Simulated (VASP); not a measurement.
# Sb (R-3m) in VASP: single point with PBE

Aim: the single point of Sb with PBE.

Program: VASP 6.6.1. These are calculated values, not measurements. Logs are shortened: lines on timing, memory, paths and dates and some standing lists are left out, and cuts for length are marked.

### 1 The cell of the first run

The structure is trigonal, space group R-3m (No. 166). Conventional cell: a = 4.377 Å, b = 4.377 Å, c = 11.515 Å, α = 90.00°, β = 90.00°, γ = 120.00°. Within 3.9 Å of Sb (site symmetry 3m) lie 6 Sb at 2.95 to 3.43 Å.

### 2 Single point, PBE

The input, INCAR:

```
ALGO     = Normal         # electronic algorithm
EDIFF    = 1E-6           # SCF threshold, eV
ENCUT    = 500            # plane-wave cutoff, eV
GGA      = PE             # functional
GGA_COMPAT= False        
ISIF     = 2              # what is computed and relaxed
ISMEAR   = 0              # smearing method
LASPH    = True           # aspherical terms in the spheres
LCHARG   = False          # write CHGCAR
LREAL    = False          # projectors in reciprocal space
LWAVE    = False          # write WAVECAR
NBANDS   = 12             # bands
NELM     = 120            # most SCF steps
PREC     = Accurate       # precision mode
SIGMA    = 0.1            # smearing width, eV
```

The input, KPOINTS:

```
k-points
0
Gamma
  12 12 12
```

The input, POSCAR:

```
Sb
1.0
    2.1885884601      1.2635821366      3.8382344406
   -2.1885884601      1.2635821366      3.8382344406
    0.0000000000     -2.5271642731      3.8382344407
Sb
2
Direct
    0.2328291234      0.2328291234      0.2328291234
    0.7671708766      0.7671708766      0.7671708766
```

Potentials or basis: VASP PAW PBE potentials, release 64 (Sb).

Command:

```sh
cat potpaw_PBE.64/Sb/POTCAR > POTCAR
mpirun -np 1 vasp_std > vasp.out
```

OUTCAR:

```text
EDIFF = 1E-6
   ENCUT = 500
   GGA = PE
   ISIF = 2
   ISMEAR = 0
   LASPH = True
   LREAL = False
   NELM = 120
   PREC = Accurate

 ion  position               nearest neighbor table
   1  0.233  0.233  0.233-   2 2.95   2 2.95   2 2.95   2 3.43   2 3.43   2 3.43
   2  0.767  0.767  0.767-   1 2.95   1 2.95   1 2.95   1 3.43   1 3.43   1 3.43

  LATTYP: Found a trigonal (rhomboedric) cell.
 ALAT       =     4.5954981106
 COS(alpha) =     0.5463791356

  Lattice vectors:

 A1 = (   2.1885884601,   1.2635821366,   3.8382344406)
 A2 = (  -2.1885884601,   1.2635821366,   3.8382344406)
 A3 = (   0.0000000000,  -2.5271642731,   3.8382344407)

Analysis of symmetry for initial positions (statically):
=====================================================================
 Subroutine PRICEL returns:
 Original cell was already a primitive cell.

 Routine SETGRP: Setting up the symmetry group for a
 trigonal (rhombohedral) supercell.

 Subroutine GETGRP returns: Found 12 space group operations
 (whereof 12 operations were pure point group operations)
 out of a pool of 12 trial point group operations.

The static configuration has the point symmetry D_3d.

Analysis of symmetry for dynamics (positions and initial velocities):
=====================================================================
 Subroutine PRICEL returns:
 Original cell was already a primitive cell.

 Routine SETGRP: Setting up the symmetry group for a
 trigonal (rhombohedral) supercell.

 Subroutine GETGRP returns: Found 12 space group operations
 (whereof 12 operations were pure point group operations)
 out of a pool of 12 trial point group operations.

The dynamic configuration has the point symmetry D_3d.

 Subroutine INISYM returns: Found 12 space group operations
 (whereof 12 operations are pure point group operations),
 and found     1 'primitive' translations

----------------------------------------------------------------------------------------

                                     Primitive cell

  volume of cell :      63.6869

  direct lattice vectors                    reciprocal lattice vectors
     2.188588460  1.263582137  3.838234441     0.228457752  0.131900145  0.086845485
    -2.188588460  1.263582137  3.838234441    -0.228457752  0.131900145  0.086845485
     0.000000000 -2.527164273  3.838234441     0.000000000 -0.263800289  0.086845485

  length of vectors
     4.595498111  4.595498111  4.595498111     0.277727800  0.277727800  0.277727800

  position of ions in fractional coordinates (direct lattice)
     0.232829123  0.232829123  0.232829123
     0.767170877  0.767170877  0.767170877

  ion indices of the primitive-cell ions
   primitive index   ion index
                 1           1
                 2           2

----------------------------------------------------------------------------------------

 KPOINTS: k-points

Automatic generation of k-mesh.
 Grid dimensions read from file:
 generate k-points for:   12   12   12

 Generating k-lattice:

  Cartesian coordinates                     Fractional coordinates (reciprocal lattice)
     0.019038146  0.010991679  0.007237124     0.083333333 -0.000000000 -0.000000000
    -0.019038146  0.010991679  0.007237124    -0.000000000  0.083333333 -0.000000000
     0.000000000 -0.021983357  0.007237124     0.000000000  0.000000000  0.083333333

  Length of vectors
     0.023143983  0.023143983  0.023143983

  Shift w.r.t. Gamma in fractional coordinates (k-lattice)
     0.000000000  0.000000000  0.000000000

 Subroutine IBZKPT returns following result:
 ===========================================

 Found    189 irreducible k-points:

 Following reciprocal coordinates:
            Coordinates               Weight
  0.000000  0.000000  0.000000      1.000000
  0.083333 -0.000000 -0.000000      6.000000
  0.166667 -0.000000 -0.000000      6.000000
  0.250000 -0.000000 -0.000000      6.000000
  0.333333 -0.000000 -0.000000      6.000000
  0.416667 -0.000000  0.000000      6.000000
[... 16 lines left out ...]
  0.500000  0.166667 -0.000000     12.000000
 -0.416667  0.166667  0.000000     12.000000
 [... further k-points ...]
   k-points           NKPTS =    189   k-points in BZ     NKDIM =    189   number of bands    NBANDS=     12
   number of dos      NEDOS =    301   number of ions     NIONS =      2
   total plane-waves  NPLWV =  46656
   dimension x,y,z NGX =    36 NGY =   36 NGZ =   36
   dimension x,y,z NGXF=    72 NGYF=   72 NGZF=   72
   ions per type =               2
   NGX,Y,Z   is equivalent  to a cutoff of  13.02, 13.02, 13.02 a.u.
   NGXF,Y,Z  is equivalent  to a cutoff of  26.05, 26.05, 26.05 a.u.
 SYSTEM =  unknown system
   PREC   = accura    normal or accurate (medium, high low for compatibility)
   ISTART =      0    job   : 0-new  1-cont  2-samecut
   ICHARG =      2    charge: 1-file 2-atom 10-const
   ISPIN  =      1    spin polarized calculation?
   LNONCOLLINEAR =      F non collinear calculations
   LSORBIT =      F    spin-orbit coupling
   LASPH  =      T    aspherical Exc in radial PAW
   ENCUT  =  500.0 eV  36.75 Ry    6.06 a.u.   8.38  8.38  8.38*2*pi/ulx,y,z
   NELM   =    120;   NELMIN=  2; NELMDL= -5     # of ELM steps
   EDIFF  = 0.1E-05   stopping-criterion for ELM
   LREAL  =      F    real-space projection
   EDIFFG = 0.1E-04   stopping-criterion for IOM
   NSW    =      0    number of steps for IOM
   IBRION =     -1    ionic relax: 0-MD 1-quasi-New 2-CG
   NFREE  =      0    steps in history (QN), initial steepest desc. (CG)
   ISIF   =      2    stress and relaxation
   ISYM   =      2    0-nonsym 1-usesym 2-fastsym
   POTIM  = 0.5000    time-step for ionic-motion
   TEBEG  =    0.0;   TEEND  =   0.0 temperature during run
   PSTRESS=    0.0 pullay stress
   NELECT =      10.0000    total number of electrons
   NUPDOWN=      -1.0000    fix difference up-down
   EMIN   =  10.00;   EMAX   =-10.00  energy-range for DOS
   EFERMI =   0.00;   METHOD = LEGACY
   ISMEAR =     0;   SIGMA  =   0.10  broadening in eV -4-tet -1-fermi 0-gaus
   EFERMI_NEDOS =   21; number of points for ismear=-14 and -15
   IALGO  =     38    algorithm
   IMIX   =      4    mixing-type and parameters
     AMIX     =   0.40;   BMIX     =  1.00
     AMIX_MAG =   1.60;   BMIX_MAG =  1.00
  volume/ion in A,a.u.               =      31.84       214.89
  Fermi-wavevector in a.u.,A,eV,Ry     =   0.883198  1.669002 10.613070  0.780039
  Thomas-Fermi vector in A             =   2.003932
   LORBIT       =      0    0 simple, 1 ext, 2 COOP (PROOUT), +10 PAW based schemes
   GGA     = PE    functional components
   LHFCALC =     F    Hartree Fock is set to
   AEXX    =    0.0000 exact exchange contribution
   IVDW    =     0    specifies the selected vdW correction
   LEPSILON=     F    determine dielectric tensor
   LRPA    =     F    only Hartree local field effects (RPA)
 non-spin polarized calculation
 Gauss-broadening in eV      SIGMA  =   0.10
  energy-cutoff  :      500.00
  volume of cell :       63.69
 maximum number of plane-waves:      1636
 NGX is ok and might be reduce to    36
   NGX = 17   NGY = 17   NGZ = 17

 number of electron      10.0000000 magnetization

 Free energy of the ion-electron system (eV)
  ---------------------------------------------------
  ext. energy  EPLUGINS =         0.00000000
  ---------------------------------------------------
  free energy    TOTEN  =        -8.27543526 eV

  energy without entropy =       -8.27477711  energy(sigma->0) =       -8.27510618

 E-fermi :   6.5894     XC(G=0):  -9.3008

 val. band max:        6.5187332728   @ k =   0.4167   0.0833   0.0833
 cond. band min:       6.5992873295   @ k =   0.3333   0.1667   0.1667
 fundamental gap:      0.0805540567
 Fermi energy:         6.5893749977

 k-point     1 :       0.0000    0.0000    0.0000
  band No.  band energies     occupation
      1      -5.6979      2.00000
      2       1.5792      2.00000
      3       4.6967      2.00000
      4       4.9385      2.00000
      5       4.9385      2.00000
      6       8.6061      0.00000
      7       9.2261      0.00000
      8       9.2261      0.00000
      9      11.8064      0.00000
     10      11.8064      0.00000
     11      11.9451      0.00000
     12      13.3487      0.00000

 k-point     2 :       0.0833   -0.0000   -0.0000
  band No.  band energies     occupation
      1      -5.6252      2.00000
      2       1.2895      2.00000
      3       4.7268      2.00000
      4       4.9183      2.00000
      5       5.0223      2.00000
      6       8.5883      0.00000
      7       9.0209      0.00000
      8       9.0644      0.00000
      9      11.4620      0.00000
     10      11.7665      0.00000
     11      11.8077      0.00000
     12      13.8447      0.00000

 k-point     3 :       0.1667   -0.0000   -0.0000
  band No.  band energies     occupation
      1      -5.4082      2.00000
      2       0.5748      2.00000
      3       4.7291      2.00000
      4       4.8693      2.00000
      5       5.2627      2.00000
      6       8.3457      0.00000
      7       8.5680      0.00000
      8       8.6407      0.00000
      9      11.2488      0.00000
     10      11.7389      0.00000
     11      12.0643      0.00000
     12      14.9186      0.00000
[... 286 lines left out ...]
 k-point    23 :       0.5000    0.1667   -0.0000
  band No.  band energies     occupation
      1      -3.6063      2.00000
      2      -2.3018      2.00000
      3       3.2670      2.00000
      4       4.1661      2.00000
      5       4.8670      2.00000
      6       8.0685      0.00000
      7       8.1814      0.00000
      8       9.2930      0.00000
      9      12.1884      0.00000
     10      14.4301      0.00000
     11      15.2906      0.00000
     12      15.5767      0.00000

 k-point    24 :      -0.4167    0.1667    0.0000
  band No.  band energies     occupation
      1      -3.3398      2.00000
      2      -2.6226      2.00000
      3       3.1068      2.00000
      4       4.4785      2.00000
      5       5.0333      2.00000
      6       7.5918      0.00000
      7       7.8323      0.00000
      8       9.5865      0.00000
      9      13.0991      0.00000
     10      13.6459      0.00000
     11      14.2572      0.00000
     12      16.4099      0.00000

 [... further k-points ...]
[... 5 lines left out ...]
  --------------------------------------------------------------------------------------
  -------------------------------------------------------------------------------------
  Total        0.0132957      0.0132957      0.0128266      0.0000000     -0.0000000      0.0000000
  in kB        0.3344799      0.3344799      0.3226787      0.0000000     -0.0000000      0.0000000
  external PRESSURE =       0.3305462 kB  Pullay stress =       0.0000000 kB

 VOLUME and BASIS-vectors are now :
 -----------------------------------------------------------------------------
  energy-cutoff  :      500.00
  volume of cell :       63.69
      direct lattice vectors                 reciprocal lattice vectors
     2.188588460  1.263582137  3.838234441     0.228457752  0.131900145  0.086845485
    -2.188588460  1.263582137  3.838234441    -0.228457752  0.131900145  0.086845485
     0.000000000 -2.527164273  3.838234441     0.000000000 -0.263800289  0.086845485

 POSITION                                       TOTAL-FORCE (eV/Angst)
 -----------------------------------------------------------------------------------
      0.00000      0.00000      2.68096         0.000000      0.000000      0.032008
      0.00000      0.00000      8.83375         0.000000     -0.000000     -0.032008
 -----------------------------------------------------------------------------------
    total drift:                                0.000000      0.000000      0.000000

  FREE ENERGIE OF THE ION-ELECTRON SYSTEM (eV)
  ---------------------------------------------------
  free  energy   TOTEN  =        -8.2754352579 eV

  energy  without entropy=       -8.2747771081  energy(sigma->0) =       -8.27510618
```

It took 2.1 min on 1 thread of Intel Xeon 8259CL, shared host; peak memory 0.28 GiB.

Results:

| Property | Result |
| --- | --- |
| Free energy | -8.2754 eV |
| Pressure | 0.0 GPa |
| Largest force | 0.032 eV/Å |
| Band gap on the k mesh | zero (band 5 reaches 6.60 eV, above the bottom of band 6 at 6.41 eV) |

Forces in eV/Å, atoms in the order of the input:
```
Sb   0.000  0.000  0.032
Sb   0.000  0.000 -0.032
```

Caveat: spin-orbit coupling is left out, which moves the levels of the heavy elements.
